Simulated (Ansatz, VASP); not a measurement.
**Two plane-wave programs on Al4FeCo3**

Contents of INCAR:

```
PREC = Accurate
ENCUT = 600
EDIFF = 1E-6
ISMEAR = 0
SIGMA = 0.1
LREAL = False
LASPH = True
NELM = 80
ALGO = Fast
ISIF = 3
LWAVE = False
LCHARG = False
GGA = PE
IBRION = 2
NSW = 100
EDIFFG = -0.01
```

File KPOINTS:

```
regular mesh
0
Gamma
  10 10 10
```

The input POSCAR:

```
Al4FeCo3
1.0
   -2.8539667376      2.8539667376      2.8539667376
    2.8539667376     -2.8539667376      2.8539667376
    2.8539667376      2.8539667376     -2.8539667376
Al Fe Co
4 1 3
Direct
    0.0000000000      0.5000000000      0.0000000000
    0.5000000000      0.5000000000      0.5000000000
    0.0000000000      0.0000000000      0.5000000000
    0.5000000000      0.0000000000      0.0000000000
    0.0000000000      0.0000000000      0.0000000000
    0.5000000000      0.0000000000      0.5000000000
    0.5000000000      0.5000000000      0.0000000000
    0.0000000000      0.5000000000      0.5000000000
```

Input for Ansatz:

```yaml
crystal:
  lattice:
    - [-2.8539667376, 2.8539667376, 2.8539667376]
    - [2.8539667376, -2.8539667376, 2.8539667376]
    - [2.8539667376, 2.8539667376, -2.8539667376]
  atoms:
    - { symbol: Al, position: [0.0, 0.5, 0.0] }
    - { symbol: Al, position: [0.5, 0.5, 0.5] }
    - { symbol: Al, position: [0.0, 0.0, 0.5] }
    - { symbol: Al, position: [0.5, 0.0, 0.0] }
    - { symbol: Fe, position: [0.0, 0.0, 0.0] }
    - { symbol: Co, position: [0.5, 0.0, 0.5] }
    - { symbol: Co, position: [0.5, 0.5, 0.0] }
    - { symbol: Co, position: [0.0, 0.5, 0.5] }
basis:
  ecutwfc: 420
kpoints:
  mp_grid: { grid: [10, 10, 10] }
hamiltonian:
  xc: pbe
scf:
  occupations: { method: gaussian, width: 0.1 }
output:
  forces: true
  stress: true
  eigenvalues: true
relax:
  adjacent_minimum: "off"
  f_tol: 0.01
  max_steps: 80
  cell: { stress_tol: 0.05 }
```

Alike in both runs: task relaxation of cell and atoms; functional PBE; k mesh 10 × 10 × 10; occupations gaussian, width 0.1 eV; no spin polarisation.

|  | VASP | Ansatz |
| --- | --- | --- |
| version | VASP 6.6.1 | Ansatz 0.2.0 |
| potentials or method | VASP PAW PBE potentials, release 64 (Al, Fe, Co), cutoff 600 eV | scalar-relativistic, plane waves, PAW |
| valence electrons in the cell | 47 | 79 |

Ansatz gave:

```
gap on the k mesh at the Fermi level, each at its own relaxed structure (eV)  : none
relaxed volume (Å³/atom)                                                      : 11.63
relaxed length of the cell vector where the two differ most in proportion (Å) : 4.944
```

Question: Estimate VASP's values.

Answer: gap on the k mesh at the Fermi level, each at its own relaxed structure (eV): none; relaxed volume (Å³/atom): 11.62; relaxed length of the cell vector where the two differ most in proportion (Å): 4.943.

A gap of «none» marks a metal or a gap that the smearing closes. VASP's potentials hold 47 valence electrons a cell and Ansatz's 79, so a difference there can come from the potentials and not from the codes.

Noted on VASP's run: the relaxation stopped at its first step, so nothing moved.
